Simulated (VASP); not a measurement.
# Si (C2/c) in VASP: a series of runs

Si is run at these levels: PBE; tasks: single point, relaxation of cell and atoms.

Everything below comes from runs of VASP 6.6.1. Logs are shortened: lines on timing, memory, paths and dates and some standing lists are left out, and cuts for length are marked.

## (1) The cell of the first run

The structure is monoclinic, space group C2/c (No. 15). Conventional cell: a = 5.106 Å, b = 3.800 Å, c = 5.783 Å, α = 90.00°, β = 109.19°, γ = 90.00°. Si (site symmetry 1) has 5 Si at 2.28 to 2.29 Å within 3.0 Å.

The cell was built from a structure type or drawn by symmetry, and may not be a known phase.

## (2) Single point, PBE

File INCAR:

```
ALGO = Normal
EDIFF = 1E-6
ENCUT = 520
GGA = PE
ISIF = 2
ISMEAR = 0
LASPH = T
LCHARG = F
LREAL = F
LWAVE = F
NBANDS = 16
NELM = 60
PREC = Accurate
SIGMA = 0.1
```

File KPOINTS:

```
k-points
0
Gamma
  6 6 4
```

File POSCAR:

```
Si
1.0
    2.5531106800     -1.8999551200      0.0000000000
    2.5531106800      1.8999551200      0.0000000000
   -1.9010078300      0.0000000000      5.4619761000
Si
4
Direct
    0.1776148900      0.5098906500      0.8535333300
    0.4901093500      0.8223851100      0.6464666700
    0.8223851100      0.4901093500      0.1464666700
    0.5098906500      0.1776148900      0.3535333300
```

Potentials or basis: VASP PAW PBE potentials, release 64 (Si).

Started as:

```bash
> cat potpaw_PBE.64/Si/POTCAR > POTCAR
> mpirun -np 1 vasp_std > vasp.out
```

OUTCAR:

```text
EDIFF = 1E-6
   ENCUT = 520
   GGA = PE
   ISIF = 2
   ISMEAR = 0
   LASPH = T
   LREAL = F
   NELM = 60
   PREC = Accurate

 ion  position               nearest neighbor table
   1  0.178  0.510  0.854-   2 2.28   2 2.28   3 2.29   2 2.29   3 2.29
   2  0.490  0.822  0.646-   1 2.28   1 2.28   4 2.29   1 2.29   4 2.29
   3  0.822  0.490  0.146-   4 2.28   4 2.28   1 2.29   4 2.29   1 2.29
   4  0.510  0.178  0.354-   3 2.28   3 2.28   2 2.29   3 2.29   2 2.29

  LATTYP: Found a base centered monoclinic cell.
 ALAT       =     5.1062213600
 B/A-ratio  =     0.7441726420
 C/A-ratio  =     1.1326064641
 COS(beta)  =    -0.3287041837

  Lattice vectors:

 A1 = (   2.5531106800,  -1.8999551200,   0.0000000000)
 A2 = (   2.5531106800,   1.8999551200,   0.0000000000)
 A3 = (  -1.9010078300,   0.0000000000,   5.4619761000)

Analysis of symmetry for initial positions (statically):
=====================================================================
 Subroutine PRICEL returns:
 Original cell was already a primitive cell.

 Routine SETGRP: Setting up the symmetry group for a
 base centered monoclinic supercell.

 Subroutine GETGRP returns: Found  4 space group operations
 (whereof  2 operations were pure point group operations)
 out of a pool of  4 trial point group operations.

The static configuration has the point symmetry S_2 .
 The point group associated with its full space group is C_2h.

Analysis of symmetry for dynamics (positions and initial velocities):
=====================================================================
 Subroutine PRICEL returns:
 Original cell was already a primitive cell.

 Routine SETGRP: Setting up the symmetry group for a
 base centered monoclinic supercell.

 Subroutine GETGRP returns: Found  4 space group operations
 (whereof  2 operations were pure point group operations)
 out of a pool of  4 trial point group operations.

The dynamic configuration has the point symmetry S_2 .
 The point group associated with its full space group is C_2h.

 Subroutine INISYM returns: Found  4 space group operations
 (whereof  2 operations are pure point group operations),
 and found     1 'primitive' translations

----------------------------------------------------------------------------------------

                                     Primitive cell

  volume of cell :      52.9899

  direct lattice vectors                    reciprocal lattice vectors
     2.553110680 -1.899955120  0.000000000     0.195839532 -0.263164111  0.068160768
     2.553110680  1.899955120  0.000000000     0.195839532  0.263164111  0.068160768
    -1.901007830  0.000000000  5.461976100     0.000000000  0.000000000  0.183083921

  length of vectors
     3.182483873  3.182483873  5.783339320     0.335043821  0.335043821  0.183083921

  position of ions in fractional coordinates (direct lattice)
     0.177614890  0.509890650  0.853533330
     0.490109350  0.822385110  0.646466670
     0.822385110  0.490109350  0.146466670
     0.509890650  0.177614890  0.353533330

  ion indices of the primitive-cell ions
   primitive index   ion index
                 1           1
                 2           2
                 3           3
                 4           4

----------------------------------------------------------------------------------------

 KPOINTS: k-points

Automatic generation of k-mesh.
 Grid dimensions read from file:
 generate k-points for:    6    6    4

 Generating k-lattice:

  Cartesian coordinates                     Fractional coordinates (reciprocal lattice)
     0.032639922 -0.043860685  0.011360128     0.166666667 -0.000000000  0.000000000
     0.032639922  0.043860685  0.011360128    -0.000000000  0.166666667  0.000000000
     0.000000000  0.000000000  0.045770980     0.000000000  0.000000000  0.250000000

  Length of vectors
     0.055840637  0.055840637  0.045770980

  Shift w.r.t. Gamma in fractional coordinates (k-lattice)
     0.000000000  0.000000000  0.000000000

 Subroutine IBZKPT returns following result:
 ===========================================

 Found     47 irreducible k-points:

 Following reciprocal coordinates:
            Coordinates               Weight
  0.000000  0.000000  0.000000      1.000000
  0.166667 -0.000000 -0.000000      4.000000
  0.333333 -0.000000  0.000000      4.000000
  0.500000 -0.000000  0.000000      2.000000
  0.166667  0.166667 -0.000000      2.000000
  0.333333  0.166667 -0.000000      4.000000
[... 16 lines left out ...]
 -0.333333  0.166667  0.250000      4.000000
 -0.166667  0.166667  0.250000      4.000000
 [... further k-points ...]
   k-points           NKPTS =     47   k-points in BZ     NKDIM =     47   number of bands    NBANDS=     16
   number of dos      NEDOS =    301   number of ions     NIONS =      4
   total plane-waves  NPLWV =  27648
   dimension x,y,z NGX =    24 NGY =   24 NGZ =   48
   dimension x,y,z NGXF=    48 NGYF=   48 NGZF=   96
   ions per type =               4
[... 68 lines left out ...]
  band No.  band energies     occupation
      1      -4.1952      2.00000
      2       0.1219      2.00000
      3       0.9682      2.00000
      4       9.7767      2.00000
      5       9.8381      2.00000
      6      10.6551      1.99988
[... 8 lines left out ...]
     15      17.6787      0.00000
     16      18.1068      0.00000

 k-point     2 :       0.1667   -0.0000   -0.0000
  band No.  band energies     occupation
      1      -3.7569      2.00000
      2       0.2700      2.00000
      3       1.6273      2.00000
      4       6.7352      2.00000
      5       8.1128      2.00000
      6      10.1205      2.00000
[... 8 lines left out ...]
     15      17.3993      0.00000
     16      18.5787      0.00000

 k-point     3 :       0.3333   -0.0000    0.0000
  band No.  band energies     occupation
      1      -2.4697      2.00000
      2       1.0462      2.00000
      3       2.4661      2.00000
      4       3.8011      2.00000
      5       5.3368      2.00000
      6       9.4406      2.00000
[... 8 lines left out ...]
     15      18.6064      0.00000
     16      19.3820      0.00000

 k-point     4 :       0.5000   -0.0000    0.0000
  band No.  band energies     occupation
      1      -0.8930      2.00000
      2       0.4707      2.00000
      3       2.5611      2.00000
      4       2.5960      2.00000
      5       5.8397      2.00000
      6       7.0524      2.00000
[... 8 lines left out ...]
     15      20.0019      0.00000
     16      20.0187      0.00000

 k-point     5 :       0.1667    0.1667   -0.0000
  band No.  band energies     occupation
      1      -3.5212      2.00000
      2       0.0027      2.00000
      3       2.3392      2.00000
      4       7.5715      2.00000
      5       8.1062      2.00000
      6       9.6425      2.00000
[... 8 lines left out ...]
     15      17.2342      0.00000
     16      17.3563      0.00000

 k-point     6 :       0.3333    0.1667   -0.0000
  band No.  band energies     occupation
      1      -2.4264      2.00000
      2       0.5449      2.00000
      3       3.3950      2.00000
      4       4.6553      2.00000
      5       6.6205      2.00000
      6       8.8096      2.00000
[... 8 lines left out ...]
     15      17.6741      0.00000
     16      19.1290      0.00000
[... 267 lines left out ...]
 k-point    21 :       0.3333    0.1667    0.2500
  band No.  band energies     occupation
      1      -1.7158      2.00000
      2      -1.0501      2.00000
      3       3.8427      2.00000
      4       6.6879      2.00000
      5       7.5890      2.00000
      6       8.1627      2.00000
[... 8 lines left out ...]
     15      18.2054      0.00000
     16      19.8426      0.00000

 k-point    22 :       0.5000    0.1667    0.2500
  band No.  band energies     occupation
      1      -0.0814      2.00000
      2       0.4625      2.00000
      3       1.2911      2.00000
      4       4.5017      2.00000
      5       5.9494      2.00000
      6       7.1131      2.00000
[... 8 lines left out ...]
     15      18.4222      0.00000
     16      19.6742      0.00000

 k-point    23 :      -0.3333    0.1667    0.2500
  band No.  band energies     occupation
      1      -1.4913      2.00000
      2       1.1287      2.00000
      3       3.0647      2.00000
      4       3.7308      2.00000
      5       4.7553      2.00000
      6       6.1688      2.00000
[... 8 lines left out ...]
     15      19.6309      0.00000
     16      20.3254      0.00000

 k-point    24 :      -0.1667    0.1667    0.2500
  band No.  band energies     occupation
      1      -2.8244      2.00000
      2      -0.5006      2.00000
      3       3.9349      2.00000
      4       5.7947      2.00000
      5       6.1331      2.00000
      6       7.4187      2.00000
[... 8 lines left out ...]
     15      19.4661      0.00000
     16      19.6166      0.00000

 [... further k-points ...]

------------------------ aborting loop because EDIFF is reached ----------------------------------------

  FORCE on cell =-STRESS in cart. coord.  units (eV):
  Direction    XX          YY          ZZ          XY          YZ          ZX
  --------------------------------------------------------------------------------------
  -------------------------------------------------------------------------------------
  Total       13.8640805     12.5884068     11.0757182      0.0000000      0.0000000     -0.6338637
  in kB      419.1880344    380.6173444    334.8803792      0.0000000      0.0000000    -19.1652159
  external PRESSURE =     378.2285860 kB  Pullay stress =       0.0000000 kB

 VOLUME and BASIS-vectors are now :
 -----------------------------------------------------------------------------
  energy-cutoff  :      520.00
  volume of cell :       52.99
      direct lattice vectors                 reciprocal lattice vectors
     2.553110680 -1.899955120  0.000000000     0.195839532 -0.263164111  0.068160768
     2.553110680  1.899955120  0.000000000     0.195839532  0.263164111  0.068160768
    -1.901007830  0.000000000  5.461976100     0.000000000  0.000000000  0.183083921

 POSITION                                       TOTAL-FORCE (eV/Angst)
 -----------------------------------------------------------------------------------
      0.13270      0.63131      4.66198        -0.312297      0.469410      0.091450
      2.12201      0.63131      3.53099         0.312297      0.469410     -0.091450
      3.07251     -0.63131      0.80000         0.312297     -0.469410     -0.091450
      1.08321     -0.63131      1.93099        -0.312297     -0.469410      0.091450
 -----------------------------------------------------------------------------------
    total drift:                                0.000000     -0.000000      0.000000

  FREE ENERGIE OF THE ION-ELECTRON SYSTEM (eV)
  ---------------------------------------------------
  free  energy   TOTEN  =       -18.6387411885 eV

  energy  without entropy=      -18.6341003547  energy(sigma->0) =      -18.63642077
```

It took 28 s on 1 thread of Intel Xeon 8259CL, shared host; peak memory 0.17 GiB.

What came out:

```
Free energy            : -18.6387 eV
Pressure               : 37.8 GPa
Largest force          : 0.571 eV/Å
Band gap on the k mesh : zero (bands 8 and 9 overlap by 4.78 eV)
```

Forces on the atoms (eV/Å):
```
Si  -0.312  0.469  0.091
Si   0.312  0.469 -0.091
Si   0.312 -0.469 -0.091
Si  -0.312 -0.469  0.091
```

Stress tensor (GPa, compression positive):
```
41.92  0.00 -1.92
 0.00 38.06  0.00
-1.92  0.00 33.49
```

Levels at points of the mesh, in eV from the Fermi level:
| k point | band 4 | band 5 | band 6 | band 7 | band 8 | band 9 | band 10 | band 11 | band 12 | band 13 |
| --- | --- | --- | --- | --- | --- | --- | --- | --- | --- | --- |
| (0.00, 0.00, 0.00) | -1.15 | -1.09 | -0.27 | 0.15 | 0.68 | 2.46 | 2.47 | 3.52 | 4.06 | 4.91 |
| (0.50, 0.00, 0.00) | -8.33 | -5.09 | -3.88 | -0.91 | -0.44 | 0.66 | 2.09 | 3.88 | 4.34 | 6.68 |
| (0.50, 0.50, 0.00) | -7.68 | -5.42 | -5.21 | -2.70 | -1.74 | -0.73 | -0.49 | 0.97 | 1.22 | 2.71 |
| (0.00, 0.00, 0.50) | -4.79 | -1.47 | -1.47 | 1.19 | 1.19 | 2.30 | 2.30 | 3.03 | 3.03 | 6.19 |
| (0.50, 0.00, 0.50) | -8.14 | -4.22 | -2.72 | -1.63 | 0.54 | 0.62 | 2.19 | 2.46 | 3.37 | 5.84 |
| (0.50, 0.50, 0.50) | -6.72 | -4.75 | -4.75 | -4.01 | -4.01 | -2.45 | -2.45 | 3.98 | 3.98 | 5.52 |

Caveat: the cell stands under pressure.

## (3) Single point, PBE

This run uses another cell than the first one, of 17.15 Å³/atom.

File INCAR:

```
  PREC = Accurate
  ENCUT = 520
  EDIFF = 1E-6
  ISMEAR = 0
  SIGMA = 0.1
  LREAL = False
  LASPH = True
  NELM = 80
  ALGO = Normal
  ISIF = 2
  LWAVE = False
  LCHARG = True
  GGA = PE
  LELF = True
  LVHAR = True
  NBANDS = 16
```

File KPOINTS:

```
Automatic mesh
0
Gamma
  6 6 4
```

File POSCAR:

```
Si
1.0
    3.0356806378     -1.9173361551      0.1734493136
    3.0356806378      1.9173361551      0.1734493136
   -1.8892548192      0.0000000000      5.7843342134
Si
4
Direct
    0.1842879277      0.5070622734      0.8528953521
    0.4929377266      0.8157120723      0.6471046479
    0.8157120723      0.4929377266      0.1471046479
    0.5070622734      0.1842879277      0.3528953521
```

Potentials or basis: VASP PAW PBE potentials, release 64 (Si).

Started as:

```bash
> cat potpaw_PBE.64/Si/POTCAR > POTCAR
> mpirun -np 1 vasp_std > vasp.out
```

It took 54 s on 1 thread of Intel Xeon 8259CL, shared host; peak memory 0.19 GiB.

It converged, with:

```yaml
Free_energy: -20.2402 eV
Pressure: 0.0 GPa
Largest_force: 0.025 eV/Å
Band_gap_on_the_k_mesh: zero (bands 8 and 9 overlap by 2.44 eV)
```

Forces on the atoms (eV/Å):
```
Si   0.023 -0.009 -0.003
Si  -0.023 -0.009  0.003
Si  -0.023  0.009  0.003
Si   0.023  0.009 -0.003
```

Stress tensor (GPa, compression positive):
```
-0.09  0.00  0.11
 0.00 -0.06  0.00
 0.11  0.00  0.17
```

Levels at points of the mesh, in eV from the Fermi level:
```
           k point  band 5  band 6  band 7  band 8  band 9  band 10  band 11  band 12
(0.00, 0.00, 0.00)   -0.65   -0.24    0.49    0.91    2.39     2.74     3.11     3.27
(0.50, 0.00, 0.00)   -4.30   -3.30   -1.96   -0.88    0.12     0.40     4.53     5.12
(0.50, 0.50, 0.00)   -4.53   -3.08   -3.01   -1.21    0.70     1.19     1.65     2.36
(0.00, 0.00, 0.50)   -0.95   -0.95    0.93    0.93    2.49     2.49     2.67     2.67
(0.50, 0.00, 0.50)   -2.79   -2.68   -2.11    0.12    0.13     1.21     2.42     2.64
(0.50, 0.50, 0.50)   -2.92   -2.92   -2.67   -2.67   -0.66    -0.66     3.35     3.35
```

## (4) Relaxation of cell and atoms, PBE

File INCAR:

```
SYSTEM = Si
ALGO = Normal
EDIFF = 1E-6
EDIFFG = -0.04
ENCUT = 600
GGA = PE
IBRION = 2
ISIF = 3
ISMEAR = 0
LASPH = .True.
LCHARG = .False.
LREAL = .False.
LWAVE = .False.
NELM = 100
NSW = 90
PREC = Accurate
SIGMA = 0.1
```

File KPOINTS:

```
k-points
0
Gamma
  6 6 4
  0 0 0
```

File POSCAR:

```
Si
1.0
    2.5531106800     -1.8999551200      0.0000000000
    2.5531106800      1.8999551200      0.0000000000
   -1.9010078300      0.0000000000      5.4619761000
Si
4
Direct
    0.1776148900      0.5098906500      0.8535333300
    0.4901093500      0.8223851100      0.6464666700
    0.8223851100      0.4901093500      0.1464666700
    0.5098906500      0.1776148900      0.3535333300
```

Started as:

```bash
> cat potpaw_PBE.64/Si/POTCAR > POTCAR
> mpirun -np 1 vasp_std > vasp.out
```

Wall time 6.3 min (1 thread of Intel Xeon 8259CL, shared host); peak memory 0.2 GiB.

Results (log left out):

```yaml
Free_energy: -20.2374 eV
Relaxed_volume: 17.07 Å³/atom
Relaxed_cell: a = 3.599 Å, b = 3.599 Å, c = 6.076 Å, α = 102.87°, β = 102.87°, γ = 64.09°
Space_group_after_relaxing_to_0.1_Å: C2/c (No. 15)
Energy_gained_by_relaxing: 399.6 meV/atom
Ionic_steps: 17
Pressure_after_relaxing: 0.1 GPa
Largest_force_after_relaxing: 0.034 eV/Å
Band_gap_on_the_k_mesh: zero (bands 8 and 9 overlap by 2.35 eV)
```

Forces in eV/Å, atoms in the order of the input:
```
Si   0.019 -0.028  0.000
Si  -0.019 -0.028  0.000
Si  -0.019  0.028  0.000
Si   0.019  0.028  0.000
```

Stress tensor (GPa, compression positive):
```
-0.01  0.00  0.00
 0.00  0.06  0.00
 0.00  0.00  0.13
```

Step by step:
| step | energy change (eV) | largest force (eV/Å) | pressure (GPa) | volume (Å³) |
| --- | --- | --- | --- | --- |
| 1 | 0.0000 | 0.5713 | 37.83 | 52.99 |
| 2 | -0.8430 | 0.1660 | -11.45 | 80.76 |
| 3 | -1.4068 | 0.1204 | -0.28 | 67.53 |
| 4 | -1.4067 | 0.1222 | 0.15 | 67.21 |
| 5 | -1.4814 | 0.1032 | 0.10 | 67.55 |
| 6 | -1.5113 | 0.1989 | 0.23 | 67.89 |
| 7 | -1.5450 | 0.1783 | -0.17 | 68.32 |
| 8 | -1.5299 | 0.4110 | -0.49 | 69.36 |
| 9 | -1.5635 | 0.2743 | -0.47 | 68.86 |
| 10 | -1.5794 | 0.2241 | -0.41 | 68.88 |
| 11 | -1.5845 | 0.1852 | -0.37 | 68.88 |
| 12 | -1.5935 | 0.1225 | -0.13 | 68.62 |
| 13 | -1.5953 | 0.0907 | 0.04 | 68.46 |
| 14 | -1.5953 | 0.0879 | 0.06 | 68.44 |
| 15 | -1.5966 | 0.0642 | -0.02 | 68.46 |
| 16 | -1.5979 | 0.0444 | -0.17 | 68.49 |
| 17 | -1.5984 | 0.0337 | 0.06 | 68.30 |

Final structure:
```cif
data_structure
_symmetry_space_group_name_H-M 'P 1'
_symmetry_Int_Tables_number 1
_cell_length_a 3.5989
_cell_length_b 3.5989
_cell_length_c 6.0761
_cell_angle_alpha 102.871
_cell_angle_beta 102.871
_cell_angle_gamma 64.094
_cell_volume 68.30
loop_
_atom_site_label
_atom_site_type_symbol
_atom_site_fract_x
_atom_site_fract_y
_atom_site_fract_z
_atom_site_occupancy
Si1 Si 0.17910 0.51628 0.85362 1
Si2 Si 0.48372 0.82090 0.64638 1
Si3 Si 0.82090 0.48372 0.14638 1
Si4 Si 0.51628 0.17910 0.35362 1
```

Levels at points of the mesh, in eV from the Fermi level:
```
           k point  band 6  band 7  band 8  band 9  band 10  band 11
(0.00, 0.00, 0.00)   -0.24    0.50    0.87    2.26     2.78     3.14
(0.50, 0.00, 0.00)   -3.30   -1.98   -1.00    0.05     0.30     4.64
(0.50, 0.50, 0.00)   -3.12   -2.97   -1.09    0.74     1.24     1.65
(0.00, 0.00, 0.50)   -0.91    0.89    0.89    2.49     2.49     2.75
(0.50, 0.00, 0.50)   -2.74   -2.16    0.14    0.17     1.20     2.32
(0.50, 0.50, 0.50)   -2.91   -2.68   -2.68   -0.70    -0.70     3.52
```

Caveat: the volume moved by over 15 % at a fixed basis, so the end points are rough.

## (5) Summary

| task | cell | cutoff (eV) | gap on the mesh (eV) | pressure (GPa) | largest force (eV/Å) |
| --- | --- | --- | --- | --- | --- |
| single point | a = 3.182, b = 3.182, c = 5.783 Å, angles 105.3, 105.3, 73.3°, 4 atoms, atomic positions A | 520 | none | 37.8 | 0.57 |
| single point | a = 3.595, b = 3.595, c = 6.085 Å, angles 102.5, 102.5, 64.5°, 4 atoms, atomic positions B | 520 | none | 0.0 | 0.03 |
| relaxation of cell and atoms | relaxed from a = 3.182, b = 3.182, c = 5.783 Å, angles 105.3, 105.3, 73.3°, 4 atoms, atomic positions A | 600 | none | 0.1 | 0.03 |

Alike in all rows: level PBE; potentials or basis VASP PAW PBE potentials, release 64 (Si); no spin polarisation; k mesh 6 × 6 × 4; smearing gaussian 0.1 eV.

Caveats: the cell stands under pressure (at least some runs); the volume moved by over 15 % at a fixed basis, so the end points are rough (at least some runs).

Absolute energies hang on the potentials; compare differences alone.
